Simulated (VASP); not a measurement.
# BP (rocksalt type) (Fm-3m) in VASP: notebook, part 2 of 2

VASP 6.6.1. Earlier steps stand in the parts before.

### 4 Density of states, LDA

This run uses another cell than the first one, of 9.70 Å³/atom, 1.250 times its volume.

The input, POSCAR:

```
BP
1.0
    0.0000000000      2.1327757138      2.1327757138
    2.1327757138      0.0000000000      2.1327757138
    2.1327757138      2.1327757138      0.0000000000
B P
1 1
Direct
    0.0000000000      0.0000000000      0.0000000000
    0.5000000000      0.5000000000      0.5000000000
```

The input, INCAR.step1:

```
SYSTEM = BP
PREC = Accurate ; ENCUT = 420
EDIFF = 1E-6 ; ISMEAR = -1
SIGMA = 0.1 ; LREAL = .False.
LASPH = .True. ; NELM = 120
ALGO = Normal ; ISIF = 2
LWAVE = .False. ; LCHARG = .True.
GGA = CA ; NBANDS = 11
GGA_COMPAT = .False. ; NEDOS = 2001
LORBIT = 11
```

The input, KPOINTS.step1:

```
Automatic mesh
0
Gamma
  15 15 15
  0 0 0
```

The input, INCAR.step2:

```
SYSTEM = BP
PREC = Accurate ; ENCUT = 420
EDIFF = 1E-6 ; ISMEAR = -5
SIGMA = 0.1 ; LREAL = .False.
LASPH = .True. ; NELM = 120
ALGO = Normal ; ISIF = 2
LWAVE = .False. ; LCHARG = .False.
GGA = CA ; LORBIT = 11
NBANDS = 11 ; NEDOS = 1001
ICHARG = 11 ; GGA_COMPAT = .False.
```

The input, KPOINTS.step2:

```
Automatic mesh
0
Gamma
  23 23 23
  0 0 0
```

Potentials or basis: VASP PAW LDA potentials, release 64 (B, P).

Started as:

```console
$ cat potpaw_LDA.64/B/POTCAR potpaw_LDA.64/P/POTCAR > POTCAR
$ cp INCAR.step1 INCAR
$ cp KPOINTS.step1 KPOINTS
$ mpirun -np 1 vasp_std > vasp.out
$ cp INCAR.step2 INCAR
$ cp KPOINTS.step2 KPOINTS
$ mpirun -np 1 vasp_std > vasp.out
```

OUTCAR:

```text
SYSTEM = BP
   PREC = Accurate
   ENCUT = 420
   EDIFF = 1E-6
   ISMEAR = -5
   LREAL = .False.
   LASPH = .True.
   NELM = 120
   ISIF = 2
   GGA = CA
   LORBIT = 11
   ICHARG = 11

 ion  position               nearest neighbor table
   1  0.000  0.000  0.000-   2 2.13   2 2.13   2 2.13   2 2.13   2 2.13   2 2.13
   2  0.500  0.500  0.500-   1 2.13   1 2.13   1 2.13   1 2.13   1 2.13   1 2.13

  LATTYP: Found a face centered cubic cell.
 ALAT       =     4.2655514276

  Lattice vectors:

 A1 = (   0.0000000000,   2.1327757138,   2.1327757138)
 A2 = (   2.1327757138,   0.0000000000,   2.1327757138)
 A3 = (   2.1327757138,   2.1327757138,   0.0000000000)

Analysis of symmetry for initial positions (statically):
=====================================================================
 Subroutine PRICEL returns:
 Original cell was already a primitive cell.

 Routine SETGRP: Setting up the symmetry group for a
 face centered cubic supercell.

 Subroutine GETGRP returns: Found 48 space group operations
 (whereof 48 operations were pure point group operations)
 out of a pool of 48 trial point group operations.

The static configuration has the point symmetry O_h .
[... 176 lines left out ...]
      6      18.1864      0.00000
      7      18.1864      0.00000
      8      18.1864      0.00000
      9      19.0501      0.00000
     10      19.0501      0.00000
     11      19.0501      0.00000
[... 309 lines left out ...]
 k-point    24 :      -0.4783    0.0435    0.0000
  band No.  band energies     occupation
      1      -2.3891      2.00000
      2      -0.5200      2.00000
      3      10.1034      1.86526
      4      10.3876      0.77216
      5      11.7767      0.00000
      6      11.9404      0.00000
      7      15.8351      0.00000
      8      17.8101      0.00000
      9      25.3655      0.00000
     10      25.9388      0.00000
     11      26.0561      0.00000

 [... further k-points ...]
[... 5 lines left out ...]
  --------------------------------------------------------------------------------------
  -------------------------------------------------------------------------------------
  Total       -0.0203264     -0.0203264     -0.0203264      0.0000000     -0.0000000     -0.0000000
  in kB       -1.6784393     -1.6784393     -1.6784393      0.0000000     -0.0000000     -0.0000000
  external PRESSURE =      -1.6784393 kB  Pullay stress =       0.0000000 kB

 VOLUME and BASIS-vectors are now :
 -----------------------------------------------------------------------------
  energy-cutoff  :      420.00
  volume of cell :       19.40
      direct lattice vectors                 reciprocal lattice vectors
     0.000000000  2.132775714  2.132775714    -0.234436278  0.234436278  0.234436278
     2.132775714  0.000000000  2.132775714     0.234436278 -0.234436278  0.234436278
     2.132775714  2.132775714  0.000000000     0.234436278  0.234436278 -0.234436278

 POSITION                                       TOTAL-FORCE (eV/Angst)
 -----------------------------------------------------------------------------------
      0.00000      0.00000      0.00000        -0.000000      0.000000      0.000000
      2.13278      2.13278      2.13278         0.000000     -0.000000     -0.000000
 -----------------------------------------------------------------------------------
    total drift:                                0.000000      0.000000      0.000000

  FREE ENERGIE OF THE ION-ELECTRON SYSTEM (eV)
  ---------------------------------------------------
  free  energy   TOTEN  =       -12.3597579191 eV

  energy  without entropy=      -12.3597579191  energy(sigma->0) =      -12.35975792

 total charge

# of ion       s       p       d       tot
------------------------------------------
    1        0.701   1.112   0.000   1.813
    2        1.053   1.389   0.000   2.442
--------------------------------------------------
tot          1.754   2.501   0.000   4.255
```

OUTCAR.step1:

```text
SYSTEM = BP
   PREC = Accurate
   ENCUT = 420
   EDIFF = 1E-6
   ISMEAR = -1
   LREAL = .False.
   LASPH = .True.
   NELM = 120
   ISIF = 2
   GGA = CA
   LORBIT = 11

 ion  position               nearest neighbor table
[... 555 lines left out ...]

  FREE ENERGIE OF THE ION-ELECTRON SYSTEM (eV)
  ---------------------------------------------------
  free  energy   TOTEN  =       -12.3687341638 eV

  energy  without entropy=      -12.3426574000  energy(sigma->0) =      -12.35569578

 total charge

# of ion       s       p       d       tot
------------------------------------------
    1        0.701   1.112   0.000   1.813
    2        1.053   1.389   0.000   2.442
--------------------------------------------------
tot          1.754   2.501   0.000   4.255
```

OSZICAR.step1:

```text
N       E                     dE             d eps       ncg     rms          rms(c)
DAV:   1     0.472659712435E+01    0.47266E+01   -0.35807E+03  2640   0.560E+02
DAV:   2    -0.122091768327E+02   -0.16936E+02   -0.16235E+02  3517   0.978E+01
DAV:   3    -0.126474493479E+02   -0.43827E+00   -0.43494E+00  3242   0.128E+01
DAV:   4    -0.126487133767E+02   -0.12640E-02   -0.12638E-02  3010   0.795E-01
DAV:   5    -0.126487173301E+02   -0.39534E-05   -0.39533E-05  3225   0.409E-02    0.679E+00
DAV:   6    -0.123824351116E+02    0.26628E+00   -0.90136E-01  2877   0.372E+00    0.359E+00
DAV:   7    -0.123712361600E+02    0.11199E-01   -0.62071E-02  3251   0.139E+00    0.139E+00
DAV:   8    -0.123687664328E+02    0.24697E-02   -0.33496E-03  2905   0.299E-01    0.188E-01
DAV:   9    -0.123687344439E+02    0.31989E-04   -0.16138E-04  3136   0.751E-02    0.309E-02
DAV:  10    -0.123687343187E+02    0.12525E-06   -0.14457E-05  2913   0.221E-02    0.139E-02
DAV:  11    -0.123687341638E+02    0.15490E-06   -0.15157E-06  1588   0.592E-03
   1 F= -.12368734E+02 E0= -.12355696E+02  d E =-.260768E-01
```

Run time: 17 s. Hardware: 1 thread of Intel Xeon Platinum 8481C at 2.70GHz (Sapphire Rapids), shared host; peak memory 0.16 GiB.

Results:

```yaml
Valence_electrons_inside_the_program's_atomic_spheres: B 1.81; P 2.44
```

Caveat: tetrahedron occupations give inexact forces and stress in metals.
